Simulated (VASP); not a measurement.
# LiF3 (P-6m2) in VASP: a series of runs

The runs below take LiF3 through single point, with PBE.

Everything below comes from runs of VASP 6.6.1. Logs are shortened: lines on timing, memory, paths and dates and some standing lists are left out, and cuts for length are marked.

### Step 1. The cell of the first run

Symmetry: P-6m2, No. 187, hexagonal system. The conventional cell has a = 3.002 Å, b = 3.002 Å, c = 7.048 Å, α = 90.00°, β = 90.00°, γ = 120.00°. Li (site symmetry -6m2) has 6 F at 1.99 Å within 2.6 Å. Within 4.0 Å of F (site symmetry -6m2) lie 12 F at 3.00 to 3.08 Å and 2 Li at 3.52 Å. Within 2.6 Å of F (site symmetry 3m) lie 1 F at 1.95 Å and 3 Li at 1.99 Å.

### Step 2. Single point, PBE, collinear spin, ferromagnetic start

Contents of INCAR:

```
SYSTEM = LiF3
ALGO = Normal
EDIFF = 1E-6
ENCUT = 520
GGA = PE
ISIF = 2
ISMEAR = 0
ISPIN = 2
LASPH = .True.
LCHARG = .False.
LORBIT = 11
LREAL = .False.
LWAVE = .False.
MAGMOM = 0 0.72 0.72 0.72
NBANDS = 24
NELM = 150
PREC = Accurate
SIGMA = 0.1
```

Contents of KPOINTS:

```
k-points
0
Gamma
  18 18 8
  0 0 0
```

Contents of POSCAR:

```
LiF3
1.0
    3.0016024077      0.0000000000      0.0000000000
   -1.5008012039      2.5994639371      0.0000000000
    0.0000000000      0.0000000000      7.0477844313
Li F
1 3
Direct
    0.6666666667      0.3333333333      0.0000000000
    0.6666666667      0.3333333333      0.5000000000
    0.3333333333      0.6666666667      0.1383784141
    0.3333333333      0.6666666667      0.8616215859
```

Potentials or basis: VASP PAW PBE potentials, release 64 (Li_sv, F).

Command:

```
> cat potpaw_PBE.64/Li_sv/POTCAR potpaw_PBE.64/F/POTCAR > POTCAR
> mpirun -np 1 vasp_std > vasp.out
```

OUTCAR:

```text
SYSTEM = LiF3
   EDIFF = 1E-6
   ENCUT = 520
   GGA = PE
   ISIF = 2
   ISMEAR = 0
   ISPIN = 2
   LASPH = .True.
   LORBIT = 11
   LREAL = .False.
   NELM = 150
   PREC = Accurate

 ion  position               nearest neighbor table
   1  0.667  0.333  0.000-   3 1.99   4 1.99   3 1.99   4 1.99   3 1.99   4 1.99
   2  0.667  0.333  0.500-
   3  0.333  0.667  0.138-   1 1.99   1 1.99   1 1.99
   4  0.333  0.667  0.862-   1 1.99   1 1.99   1 1.99

  LATTYP: Found a hexagonal cell.
 ALAT       =     3.0016024077
 C/A-ratio  =     2.3480073221

  Lattice vectors:

 A1 = (   3.0016024077,   0.0000000000,   0.0000000000)
 A2 = (  -1.5008012039,   2.5994639371,   0.0000000000)
 A3 = (   0.0000000000,   0.0000000000,   7.0477844313)

Analysis of symmetry for initial positions (statically):
=====================================================================
 Subroutine PRICEL returns:
 Original cell was already a primitive cell.

 Routine SETGRP: Setting up the symmetry group for a
 hexagonal supercell.

 Subroutine GETGRP returns: Found 12 space group operations
 (whereof 12 operations were pure point group operations)
 out of a pool of 24 trial point group operations.

The static configuration has the point symmetry D_3h.

Analysis of symmetry for dynamics (positions and initial velocities):
=====================================================================
 Subroutine PRICEL returns:
 Original cell was already a primitive cell.

 Routine SETGRP: Setting up the symmetry group for a
 hexagonal supercell.

 Subroutine GETGRP returns: Found 12 space group operations
 (whereof 12 operations were pure point group operations)
 out of a pool of 24 trial point group operations.

The dynamic configuration has the point symmetry D_3h.

Analysis of structural, dynamic, and magnetic symmetry:
=====================================================================
 Subroutine PRICEL returns:
 Original cell was already a primitive cell.

 Routine SETGRP: Setting up the symmetry group for a
 hexagonal supercell.

 Subroutine GETGRP returns: Found 12 space group operations
 (whereof 12 operations were pure point group operations)
 out of a pool of 24 trial point group operations.

The overall configuration has the point symmetry D_3h.

 Subroutine INISYM returns: Found 12 space group operations
 (whereof 12 operations are pure point group operations),
 and found     1 'primitive' translations

[... 119 lines left out ...]
  volume/ion in A,a.u.               =      13.75        92.77
  Fermi-wavevector in a.u.,A,eV,Ry     =   1.241792  2.346646 20.980815  1.542046
  Thomas-Fermi vector in A             =   2.376174
   LORBIT       =     11    0 simple, 1 ext, 2 COOP (PROOUT), +10 PAW based schemes
   GGA     = PE    functional components
   LHFCALC =     F    Hartree Fock is set to
   AEXX    =    0.0000 exact exchange contribution
   IVDW    =     0    specifies the selected vdW correction
   LEPSILON=     F    determine dielectric tensor
   LRPA    =     F    only Hartree local field effects (RPA)
 spin polarized calculation
 Gauss-broadening in eV      SIGMA  =   0.10
  energy-cutoff  :      520.00
  volume of cell :       54.99
 maximum number of plane-waves:      1508
 NGX is ok and might be reduce to    24
   NGX = 11   NGY = 11   NGZ = 27

 number of electron      24.0000029 magnetization       0.8668340

 Free energy of the ion-electron system (eV)
  ---------------------------------------------------
  ext. energy  EPLUGINS =         0.00000000
  ---------------------------------------------------
  free energy    TOTEN  =       -11.54297636 eV

  energy without entropy =      -11.49184344  energy(sigma->0) =      -11.51740990

 E-fermi :  -4.4964     XC(G=0):  -7.9749

 val. band max:       -4.4967403093   @ k =   0.2778   0.1111   0.5000
 cond. band min:      -4.4949594298   @ k =   0.2222   0.1667   0.3750
 fundamental gap:      0.0017808795
 Fermi energy:        -4.4963953656

 spin component 1

 k-point     1 :       0.0000    0.0000    0.0000
  band No.  band energies     occupation
      1     -46.0206      1.00000
      2     -25.8073      1.00000
      3     -25.3052      1.00000
      4     -24.4831      1.00000
      5      -8.1334      1.00000
      6      -6.2063      1.00000
[... 637 lines left out ...]
     23      18.0131      0.00000
     24      18.1136      0.00000

 [... further k-points ...]

 spin component 2

 k-point     1 :       0.0000    0.0000    0.0000
  band No.  band energies     occupation
      1     -46.0202      1.00000
      2     -25.8330      1.00000
      3     -24.5167      1.00000
      4     -23.6921      1.00000
      5      -8.1940      1.00000
      6      -6.1026      1.00000
[... 637 lines left out ...]
     23      18.0989      0.00000
     24      18.2898      0.00000

 [... further k-points ...]
[... 5 lines left out ...]
  --------------------------------------------------------------------------------------
  -------------------------------------------------------------------------------------
  Total       -0.0208492     -0.0208492     -1.0324680      0.0000000      0.0000000     -0.0000000
  in kB       -0.6074498     -0.6074498    -30.0813699      0.0000000      0.0000000     -0.0000000
  external PRESSURE =     -10.4320898 kB  Pullay stress =       0.0000000 kB

 VOLUME and BASIS-vectors are now :
 -----------------------------------------------------------------------------
  energy-cutoff  :      520.00
  volume of cell :       54.99
      direct lattice vectors                 reciprocal lattice vectors
     3.001602408  0.000000000  0.000000000     0.333155383  0.192347350  0.000000000
    -1.500801204  2.599463937  0.000000000     0.000000000  0.384694700  0.000000000
     0.000000000  0.000000000  7.047784431     0.000000000  0.000000000  0.141888562

 POSITION                                       TOTAL-FORCE (eV/Angst)
 -----------------------------------------------------------------------------------
      1.50080      0.86649      0.00000         0.000000      0.000000      0.000000
      1.50080      0.86649      3.52389        -0.000000      0.000000      0.000000
     -0.00000      1.73298      0.97526         0.000000      0.000000     -0.163118
     -0.00000      1.73298      6.07252         0.000000      0.000000      0.163118
 -----------------------------------------------------------------------------------
    total drift:                                0.000000     -0.000000     -0.000000

  FREE ENERGIE OF THE ION-ELECTRON SYSTEM (eV)
  ---------------------------------------------------
  free  energy   TOTEN  =       -11.5429763552 eV

  energy  without entropy=      -11.4918434368  energy(sigma->0) =      -11.51740990

 total charge

# of ion       s       p       d       tot
------------------------------------------
    1        2.014   0.045   0.000   2.059
    2        1.760   4.004   0.000   5.764
    3        1.753   4.199   0.000   5.952
    4        1.753   4.199   0.000   5.952
--------------------------------------------------
tot          7.280  12.446   0.000  19.726

 magnetization (x)

# of ion       s       p       d       tot
------------------------------------------
    1        0.000   0.000   0.000   0.000
    2        0.003   0.801   0.000   0.805
    3       -0.000  -0.015   0.000  -0.016
    4       -0.000  -0.015   0.000  -0.016
--------------------------------------------------
tot          0.003   0.770   0.000   0.773
```

OSZICAR:

```text
N       E                     dE             d eps       ncg     rms          rms(c)
DAV:   1     0.142484608619E+03    0.14248E+03   -0.12643E+04 17808   0.975E+02
DAV:   2    -0.368772022712E+01   -0.14617E+03   -0.14112E+03 21616   0.257E+02
[... 27 lines left out ...]
DAV:  30    -0.115430667526E+02   -0.10405E-03   -0.70759E-05 21000   0.280E-02    0.272E-01
DAV:  31    -0.115427329355E+02    0.33382E-03   -0.97778E-05 17792   0.831E-02    0.238E-01
DAV:  32    -0.115425897830E+02    0.14315E-03   -0.27278E-05 18136   0.225E-02    0.140E-01
DAV:  33    -0.115428012773E+02   -0.21149E-03   -0.25236E-05 17816   0.425E-02    0.897E-02
DAV:  34    -0.115428747969E+02   -0.73520E-04   -0.25199E-05 17840   0.245E-02    0.365E-02
DAV:  35    -0.115429771425E+02   -0.10235E-03   -0.38340E-05 17816   0.546E-02    0.863E-03
DAV:  36    -0.115429763552E+02    0.78727E-06   -0.20271E-07 16040   0.384E-03
   1 F= -.11542976E+02 E0= -.11517410E+02  d E =-.511329E-01  mag=     0.8665
```

stdout:

```text
POSCAR found type information on POSCAR LiF
 POSCAR found :  2 types and       4 ions
 scaLAPACK will be used
 LDA part: xc-table for (Slater+PW92), standard interpolation
 POSCAR, INCAR and KPOINTS ok, starting setup
 FFT: planning ... GRIDC
 FFT: planning ... GRID_SOFT
 FFT: planning ... GRID
 WAVECAR not read
 entering main loop
```

Wall time 22 min (1 thread of Intel Xeon Platinum 8488C (Sapphire Rapids), shared host); peak memory 0.43 GiB.

What came out:

```yaml
Free_energy: -11.5430 eV
Largest_force: 0.163 eV/Å
Net_moment: 0.87 μB per cell
Site_moments: Li +0.00; F +0.81, -0.02 μB
Valence_electrons_inside_the_program's_atomic_spheres: Li 2.06; F 5.76, 5.95
```

Forces on the atoms (eV/Å):
```
Li   0.000  0.000  0.000
F    0.000  0.000  0.000
F    0.000  0.000 -0.163
F    0.000  0.000  0.163
```

Levels at points of the mesh, in eV from the Fermi level:
Spin up:
| k point | band 8 | band 9 | band 10 | band 11 | band 12 | band 13 | band 14 | band 15 | band 16 | band 17 |
| --- | --- | --- | --- | --- | --- | --- | --- | --- | --- | --- |
| (0.00, 0.00, 0.00) | -1.68 | -1.58 | -1.58 | -0.68 | -0.68 | 0.02 | 8.72 | 10.99 | 12.01 | 17.18 |
| (0.50, 0.00, 0.00) | -2.08 | -2.03 | -1.83 | -1.19 | -0.93 | 0.03 | 11.86 | 14.49 | 15.20 | 15.36 |
| (0.00, 0.00, 0.50) | -1.59 | -1.59 | -1.44 | -0.68 | -0.68 | -0.21 | 9.46 | 9.57 | 13.55 | 15.23 |
| (0.50, 0.00, 0.50) | -2.00 | -1.98 | -1.88 | -1.23 | -0.92 | 0.04 | 11.88 | 14.29 | 14.89 | 15.70 |
Spin down:
| k point | band 9 | band 10 | band 11 | band 12 | band 13 | band 14 |
| --- | --- | --- | --- | --- | --- | --- |
| (0.00, 0.00, 0.00) | -0.69 | -0.69 | 0.13 | 0.34 | 0.34 | 8.82 |
| (0.50, 0.00, 0.00) | -0.94 | -0.88 | -0.42 | 0.00 | 0.10 | 11.87 |
| (0.00, 0.00, 0.50) | -0.70 | -0.63 | -0.28 | 0.35 | 0.35 | 9.50 |
| (0.50, 0.00, 0.50) | -0.99 | -0.95 | -0.38 | 0.03 | 0.11 | 11.88 |

Caveat: the cutoff is under 1.25 times the usual one of these potentials, so pressure, stress and relaxed cells hold a basis-set (Pulay) error.

### Step 3. Single point, PBE

This run uses another cell than the first one, of 10.36 Å³/atom, 0.753 times its volume.

Contents of INCAR:

```
SYSTEM = LiF3
ALGO = Normal
EDIFF = 1E-6
ENCUT = 520
GGA = PE
ISIF = 2
ISMEAR = 0
LASPH = .True.
LCHARG = .False.
LREAL = .False.
LWAVE = .False.
NBANDS = 20
NELM = 100
PREC = Accurate
SIGMA = 0.1
```

Contents of KPOINTS:

```
k-points
0
Gamma
  12 12 2
  0 0 0
```

Contents of POSCAR:

```
LiF3
1.0
    2.4434548300      0.0000000000      0.0000000000
   -1.2217274100      2.1160939500      0.0000000000
    0.0000000000      0.0000000000      8.0107147400
Li F
1 3
Direct
    0.6666666700      0.3333333300      0.0000000000
    0.6666666700      0.3333333300      0.5000000000
    0.3333333300      0.6666666700      0.2540725200
    0.3333333300      0.6666666700      0.7459274800
```

Potentials or basis: VASP PAW PBE potentials, release 64 (Li_sv, F).

Command:

```
> cat potpaw_PBE.64/Li_sv/POTCAR potpaw_PBE.64/F/POTCAR > POTCAR
> mpirun -np 1 vasp_std > vasp.out
```

Run time: 73 s. Hardware: 1 thread of Intel Xeon Platinum 8488C (Sapphire Rapids), shared host; peak memory 0.15 GiB.

The run converged. Its results:

* Free energy: -7.8405 eV
* Largest force: 2.730 eV/Å
* Band gap on the k mesh: zero (band 12 reaches -0.98 eV, above the bottom of band 13 at -1.70 eV)

Forces on the atoms (eV/Å):
```
Li   0.000  0.000  0.000
F    0.000  0.000  0.000
F    0.000  0.000 -2.730
F    0.000  0.000  2.730
```

Levels at points of the mesh, in eV from the Fermi level:
```
           k point  band 9  band 10  band 11  band 12  band 13  band 14  band 15  band 16
(0.00, 0.00, 0.00)    0.19     0.28     0.28     0.51     0.51     2.70     7.47    14.62
(0.50, 0.00, 0.00)   -1.27    -0.64    -0.40    -0.26     0.03     3.89    10.26    12.07
(0.00, 0.00, 0.50)    0.19     0.28     0.28     0.51     0.51     2.96     7.30    15.53
(0.50, 0.00, 0.50)   -0.99    -0.63    -0.41    -0.36     0.03     3.90    10.25    12.08
```

Caveat: the k points lie up to 0.39 Å⁻¹ apart; the cutoff is under 1.25 times the usual one of these potentials, so pressure, stress and relaxed cells hold a basis-set (Pulay) error; forces of over 1 eV/Å act on the atoms, so gaps and moduli don't describe the material at rest.
